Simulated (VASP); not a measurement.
# TaN (P6_3/mmc) in VASP: further runs

Runs on TaN. Level: PBE. Tasks: single point.

Program: VASP 6.6.1. These are calculated values, not measurements. Logs are shortened: lines on timing, memory, paths and dates and some standing lists are left out, and cuts for length are marked.

## Step 1: The cell of the first run

Symmetry: P6_3/mmc, No. 194, hexagonal system. Conventional cell: a = 3.048 Å, b = 3.048 Å, c = 4.918 Å, α = 90.00°, β = 90.00°, γ = 120.00°. Ta (site symmetry -3m) has 6 N at 2.15 Å and 2 Ta at 2.46 Å within 2.8 Å. Within 2.8 Å of N (site symmetry -6m2) lie 6 Ta at 2.15 Å.

## Step 2: Single point, PBE

INCAR

```
SYSTEM = TaN
PREC     = Accurate       ! precision mode
ENCUT    = 520            ! plane-wave cutoff, eV
EDIFF    = 1E-7           ! SCF threshold, eV
ISMEAR   = 0              ! smearing method
SIGMA    = 0.15           ! smearing width, eV
LREAL    = .False.        ! projectors in reciprocal space
LASPH    = .True.         ! aspherical terms in the spheres
NELM     = 100            ! most SCF steps
ALGO     = Normal         ! electronic algorithm
ISIF     = 2              ! what is computed and relaxed
LWAVE    = .False.        ! write WAVECAR
LCHARG   = .False.        ! write CHGCAR
GGA      = PE             ! functional
NBANDS   = 24             ! bands
```

KPOINTS

```
regular mesh
0
Gamma
  18 18 10
  0 0 0
```

POSCAR

```
TaN
1.0
    3.0480019786      0.0000000000      0.0000000000
   -1.5240009893      2.6396471442      0.0000000000
    0.0000000000      0.0000000000      4.9180000000
Ta N
2 2
Direct
    0.0000000000      0.0000000000      0.0000000000
    0.0000000000      0.0000000000      0.5000000000
    0.3333333333      0.6666666667      0.2500000000
    0.6666666667      0.3333333333      0.7500000000
```

Potentials or basis: VASP PAW PBE potentials, release 64 (Ta_pv, N).

Started as:

```sh
> cat potpaw_PBE.64/Ta_pv/POTCAR potpaw_PBE.64/N/POTCAR > POTCAR
> mpirun -np 1 vasp_std > vasp.out
```

OUTCAR:

```text
SYSTEM = TaN
   PREC = Accurate
   ENCUT = 520
   EDIFF = 1E-7
   ISMEAR = 0
   LREAL = .False.
   LASPH = .True.
   NELM = 100
   ISIF = 2
   GGA = PE

 ion  position               nearest neighbor table
   1  0.000  0.000  0.000-   3 2.15   4 2.15   3 2.15   4 2.15   4 2.15   3 2.15   2 2.46   2 2.46

   2  0.000  0.000  0.500-   3 2.15   4 2.15   3 2.15   4 2.15   4 2.15   3 2.15   1 2.46   1 2.46

   3  0.333  0.667  0.250-   1 2.15   2 2.15   1 2.15   2 2.15   1 2.15   2 2.15
   4  0.667  0.333  0.750-   1 2.15   2 2.15   1 2.15   2 2.15   1 2.15   2 2.15

  LATTYP: Found a hexagonal cell.
 ALAT       =     3.0480019786
 C/A-ratio  =     1.6135160130

  Lattice vectors:

 A1 = (   3.0480019786,   0.0000000000,   0.0000000000)
 A2 = (  -1.5240009893,   2.6396471442,   0.0000000000)
 A3 = (   0.0000000000,   0.0000000000,   4.9180000000)

Analysis of symmetry for initial positions (statically):
=====================================================================
 Subroutine PRICEL returns:
 Original cell was already a primitive cell.

 Routine SETGRP: Setting up the symmetry group for a
 hexagonal supercell.

 Subroutine GETGRP returns: Found 24 space group operations
 (whereof 12 operations were pure point group operations)
 out of a pool of 24 trial point group operations.

The static configuration has the point symmetry D_3d.
 The point group associated with its full space group is D_6h.

Analysis of symmetry for dynamics (positions and initial velocities):
=====================================================================
 Subroutine PRICEL returns:
 Original cell was already a primitive cell.

 Routine SETGRP: Setting up the symmetry group for a
 hexagonal supercell.

 Subroutine GETGRP returns: Found 24 space group operations
 (whereof 12 operations were pure point group operations)
 out of a pool of 24 trial point group operations.

The dynamic configuration has the point symmetry D_3d.
 The point group associated with its full space group is D_6h.

 Subroutine INISYM returns: Found 24 space group operations
 (whereof 12 operations are pure point group operations),
 and found     1 'primitive' translations

----------------------------------------------------------------------------------------

                                     Primitive cell

  volume of cell :      39.5685

  direct lattice vectors                    reciprocal lattice vectors
     3.048001979  0.000000000  0.000000000     0.328083777  0.189419257  0.000000000
    -1.524000989  2.639647144  0.000000000     0.000000000  0.378838513  0.000000000
     0.000000000  0.000000000  4.918000000     0.000000000  0.000000000  0.203334689

  length of vectors
     3.048001979  3.048001979  4.918000000     0.378838513  0.378838513  0.203334689

  position of ions in fractional coordinates (direct lattice)
     0.000000000  0.000000000  0.000000000
     0.000000000  0.000000000  0.500000000
     0.333333333  0.666666667  0.250000000
     0.666666667  0.333333333  0.750000000

  ion indices of the primitive-cell ions
   primitive index   ion index
                 1           1
                 2           2
                 3           3
                 4           4

----------------------------------------------------------------------------------------

 KPOINTS: regular mesh

Automatic generation of k-mesh.
 Grid dimensions read from file:
 generate k-points for:   18   18   10

 Generating k-lattice:

  Cartesian coordinates                     Fractional coordinates (reciprocal lattice)
     0.018226876  0.010523292  0.000000000     0.055555556  0.000000000  0.000000000
     0.000000000  0.021046584  0.000000000     0.000000000  0.055555556  0.000000000
     0.000000000  0.000000000  0.020333469     0.000000000  0.000000000  0.100000000

  Length of vectors
     0.021046584  0.021046584  0.020333469

  Shift w.r.t. Gamma in fractional coordinates (k-lattice)
     0.000000000  0.000000000  0.000000000

 Subroutine IBZKPT returns following result:
 ===========================================

 Found    222 irreducible k-points:

 Following reciprocal coordinates:
            Coordinates               Weight
  0.000000  0.000000  0.000000      1.000000
  0.055556  0.000000  0.000000      6.000000
  0.111111  0.000000  0.000000      6.000000
  0.166667 -0.000000  0.000000      6.000000
  0.222222  0.000000  0.000000      6.000000
  0.277778  0.000000  0.000000      6.000000
[... 16 lines left out ...]
  0.333333  0.111111  0.000000     12.000000
  0.388889  0.111111  0.000000     12.000000
 [... further k-points ...]
   k-points           NKPTS =    222   k-points in BZ     NKDIM =    222   number of bands    NBANDS=     24
   number of dos      NEDOS =    301   number of ions     NIONS =      4
   total plane-waves  NPLWV =  23040
   dimension x,y,z NGX =    24 NGY =   24 NGZ =   40
   dimension x,y,z NGXF=    48 NGYF=   48 NGZF=   80
   ions per type =               2   2
   NGX,Y,Z   is equivalent  to a cutoff of  13.09, 13.09, 13.52 a.u.
   NGXF,Y,Z  is equivalent  to a cutoff of  26.18, 26.18, 27.04 a.u.
 SYSTEM =  TaN
   PREC   = accura    normal or accurate (medium, high low for compatibility)
   ISTART =      0    job   : 0-new  1-cont  2-samecut
   ICHARG =      2    charge: 1-file 2-atom 10-const
   ISPIN  =      1    spin polarized calculation?
   LNONCOLLINEAR =      F non collinear calculations
   LSORBIT =      F    spin-orbit coupling
   LASPH  =      T    aspherical Exc in radial PAW
   ENCUT  =  520.0 eV  38.22 Ry    6.18 a.u.   5.67  5.67  9.14*2*pi/ulx,y,z
   NELM   =    100;   NELMIN=  2; NELMDL= -5     # of ELM steps
   EDIFF  = 0.1E-06   stopping-criterion for ELM
   LREAL  =      F    real-space projection
   EDIFFG = 0.1E-05   stopping-criterion for IOM
   NSW    =      0    number of steps for IOM
   IBRION =     -1    ionic relax: 0-MD 1-quasi-New 2-CG
   NFREE  =      0    steps in history (QN), initial steepest desc. (CG)
   ISIF   =      2    stress and relaxation
   ISYM   =      2    0-nonsym 1-usesym 2-fastsym
   POTIM  = 0.5000    time-step for ionic-motion
   TEBEG  =    0.0;   TEEND  =   0.0 temperature during run
   PSTRESS=    0.0 pullay stress
   NELECT =      32.0000    total number of electrons
   NUPDOWN=      -1.0000    fix difference up-down
   EMIN   =  10.00;   EMAX   =-10.00  energy-range for DOS
   EFERMI =   0.00;   METHOD = LEGACY
   ISMEAR =     0;   SIGMA  =   0.15  broadening in eV -4-tet -1-fermi 0-gaus
   EFERMI_NEDOS =   21; number of points for ismear=-14 and -15
   IALGO  =     38    algorithm
   IMIX   =      4    mixing-type and parameters
     AMIX     =   0.40;   BMIX     =  1.00
     AMIX_MAG =   1.60;   BMIX_MAG =  1.00
  volume/ion in A,a.u.               =       9.89        66.76
  Fermi-wavevector in a.u.,A,eV,Ry     =   1.525252  2.882308 31.652508  2.326394
  Thomas-Fermi vector in A             =   2.633448
   LORBIT       =      0    0 simple, 1 ext, 2 COOP (PROOUT), +10 PAW based schemes
   GGA     = PE    functional components
   LHFCALC =     F    Hartree Fock is set to
   AEXX    =    0.0000 exact exchange contribution
   IVDW    =     0    specifies the selected vdW correction
   LEPSILON=     F    determine dielectric tensor
   LRPA    =     F    only Hartree local field effects (RPA)
 non-spin polarized calculation
 Gauss-broadening in eV      SIGMA  =   0.15
  energy-cutoff  :      520.00
  volume of cell :       39.57
 maximum number of plane-waves:      1093
 NGX is ok and might be reduce to    24
   NGX = 11   NGY = 11   NGZ = 19

 number of electron      32.0000002 magnetization

 Free energy of the ion-electron system (eV)
  ---------------------------------------------------
  ext. energy  EPLUGINS =         0.00000000
  ---------------------------------------------------
  free energy    TOTEN  =       -41.30680176 eV

  energy without entropy =      -41.28292112  energy(sigma->0) =      -41.29486144

 E-fermi :   9.9008     XC(G=0): -13.7470

 val. band max:        9.8945734273   @ k =   0.3889   0.0556   0.2000
 cond. band min:       9.9034794129   @ k =   0.3333   0.2222   0.2000
 fundamental gap:      0.0089059856
 Fermi energy:         9.9008286743

 k-point     1 :       0.0000    0.0000    0.0000
  band No.  band energies     occupation
      1     -27.2831      2.00000
      2     -25.4331      2.00000
      3     -25.4331      2.00000
      4     -25.0574      2.00000
      5     -25.0574      2.00000
      6     -24.2446      2.00000
[... 16 lines left out ...]
     23      14.9590      0.00000
     24      16.5786      0.00000

 k-point     2 :       0.0556    0.0000    0.0000
  band No.  band energies     occupation
      1     -27.2762      2.00000
      2     -25.4630      2.00000
      3     -25.4392      2.00000
      4     -25.0801      2.00000
      5     -25.0622      2.00000
      6     -24.2419      2.00000
[... 16 lines left out ...]
     23      14.9478      0.00000
     24      16.5524      0.00000

 k-point     3 :       0.1111    0.0000    0.0000
  band No.  band energies     occupation
      1     -27.2563      2.00000
      2     -25.5481      2.00000
      3     -25.4569      2.00000
      4     -25.1450      2.00000
      5     -25.0762      2.00000
      6     -24.2343      2.00000
[... 16 lines left out ...]
     23      15.4400      0.00000
     24      16.5008      0.00000

 k-point     4 :       0.1667   -0.0000    0.0000
  band No.  band energies     occupation
      1     -27.2257      2.00000
      2     -25.6758      2.00000
      3     -25.4839      2.00000
      4     -25.2431      2.00000
      5     -25.0976      2.00000
      6     -24.2225      2.00000
[... 16 lines left out ...]
     23      16.3593      0.00000
     24      16.4980      0.00000

 k-point     5 :       0.2222    0.0000    0.0000
  band No.  band energies     occupation
      1     -27.1878      2.00000
      2     -25.8280      2.00000
      3     -25.5167      2.00000
      4     -25.3614      2.00000
      5     -25.1237      2.00000
      6     -24.2080      2.00000
[... 451 lines left out ...]
 k-point    22 :       0.2778    0.1111    0.0000
  band No.  band energies     occupation
      1     -27.0984      2.00000
      2     -26.1235      2.00000
      3     -25.6396      2.00000
      4     -25.5949      2.00000
      5     -25.2203      2.00000
      6     -24.1740      2.00000
[... 16 lines left out ...]
     23      16.2003      0.00000
     24      17.5200      0.00000

 k-point    23 :       0.3333    0.1111    0.0000
  band No.  band energies     occupation
      1     -27.0687      2.00000
      2     -26.2214      2.00000
      3     -25.6743      2.00000
      4     -25.6735      2.00000
      5     -25.2476      2.00000
      6     -24.1628      2.00000
[... 16 lines left out ...]
     23      16.1724      0.00000
     24      18.0724      0.00000

 k-point    24 :       0.3889    0.1111    0.0000
  band No.  band energies     occupation
      1     -27.0493      2.00000
      2     -26.2843      2.00000
      3     -25.7243      2.00000
      4     -25.6969      2.00000
      5     -25.2654      2.00000
      6     -24.1555      2.00000
[... 16 lines left out ...]
     23      16.0081      0.00000
     24      18.4363      0.00000

 [... further k-points ...]
[... 5 lines left out ...]
  --------------------------------------------------------------------------------------
  -------------------------------------------------------------------------------------
  Total        7.9423290      7.9423290     29.2955326      0.0000000      0.0000000      0.0000000
  in kB      321.5946478    321.5946478   1186.2120619      0.0000000      0.0000000      0.0000000
  external PRESSURE =     609.8004525 kB  Pullay stress =       0.0000000 kB

 VOLUME and BASIS-vectors are now :
 -----------------------------------------------------------------------------
  energy-cutoff  :      520.00
  volume of cell :       39.57
      direct lattice vectors                 reciprocal lattice vectors
     3.048001979  0.000000000  0.000000000     0.328083777  0.189419257  0.000000000
    -1.524000989  2.639647144  0.000000000     0.000000000  0.378838513  0.000000000
     0.000000000  0.000000000  4.918000000     0.000000000  0.000000000  0.203334689

 POSITION                                       TOTAL-FORCE (eV/Angst)
 -----------------------------------------------------------------------------------
      0.00000      0.00000      0.00000         0.000000      0.000000      0.000000
      0.00000      0.00000      2.45900         0.000000      0.000000      0.000000
     -0.00000      1.75976      1.22950         0.000000      0.000000      0.000000
      1.52400      0.87988      3.68850        -0.000000     -0.000000     -0.000000
 -----------------------------------------------------------------------------------
    total drift:                               -0.000000      0.000000      0.000000

  FREE ENERGIE OF THE ION-ELECTRON SYSTEM (eV)
  ---------------------------------------------------
  free  energy   TOTEN  =       -41.3068017603 eV

  energy  without entropy=      -41.2829211232  energy(sigma->0) =      -41.29486144
```

It took 2.4 min on 1 thread of Intel Xeon Platinum 8259CL at 2.50GHz (Skylake/Cascade Lake), shared host; peak memory 0.3 GiB.

Results:

```
Free energy            : -41.3068 eV
Pressure               : 61.0 GPa
Band gap on the k mesh : zero (band 16 reaches 10.68 eV, above the bottom of band 17 at 8.05 eV)
```

Stress tensor (GPa, compression positive):
```
 32.16   0.00   0.00
  0.00  32.16   0.00
  0.00   0.00 118.62
```

Caveat: spin-orbit coupling is left out, which moves the levels of the heavy elements.

## Step 3: Single point, PBE

INCAR

```
PREC     = Accurate       # precision mode
ENCUT    = 520            # plane-wave cutoff, eV
EDIFF    = 1E-6           # SCF threshold, eV
ISMEAR   = 0              # smearing method
SIGMA    = 0.15           # smearing width, eV
LREAL    = False          # projectors in reciprocal space
LASPH    = True           # aspherical terms in the spheres
NELM     = 80             # most SCF steps
ALGO     = Normal         # electronic algorithm
ISIF     = 2              # what is computed and relaxed
LWAVE    = False          # write WAVECAR
LCHARG   = True           # write CHGCAR
GGA      = PE             # functional
LELF     = True           # ELF
LVHAR    = True         
NBANDS   = 24             # bands
```

KPOINTS

```
Automatic mesh
0
Gamma
  21 21 12
```

POSCAR is that of step 2.

Potentials or basis: VASP PAW PBE potentials, release 64 (Ta_pv, N).

Started as:

```sh
> cat potpaw_PBE.64/Ta_pv/POTCAR potpaw_PBE.64/N/POTCAR > POTCAR
> mpirun -np 1 vasp_std > vasp.out
```

Run time: 3.2 min. Hardware: 1 thread of Intel Xeon Platinum 8259CL at 2.50GHz (Skylake/Cascade Lake), shared host; peak memory 0.37 GiB.

The run converged. Its results:

```yaml
Free_energy: -41.3089 eV
Pressure: 61.0 GPa
Band_gap_on_the_k_mesh: zero (band 16 reaches 10.70 eV, above the bottom of band 17 at 8.05 eV)
```

Stress tensor (GPa, compression positive):
```
 32.27   0.00   0.00
  0.00  32.27   0.00
  0.00   0.00 118.37
```

Levels at points of the mesh, in eV from the Fermi level:
```
           k point  band 12  band 13  band 14  band 15  band 16  band 17  band 18  band 19  band 20  band 21
(0.00, 0.00, 0.00)    -5.28    -3.66    -3.66    -3.63    -1.85    -1.85    -0.63    -0.63     2.81     4.38
(0.00, 0.00, 0.50)    -6.40    -6.40    -6.40     0.02     0.02     0.02     0.02     0.03     0.03     4.64
```

Caveat: spin-orbit coupling is left out, which moves the levels of the heavy elements.
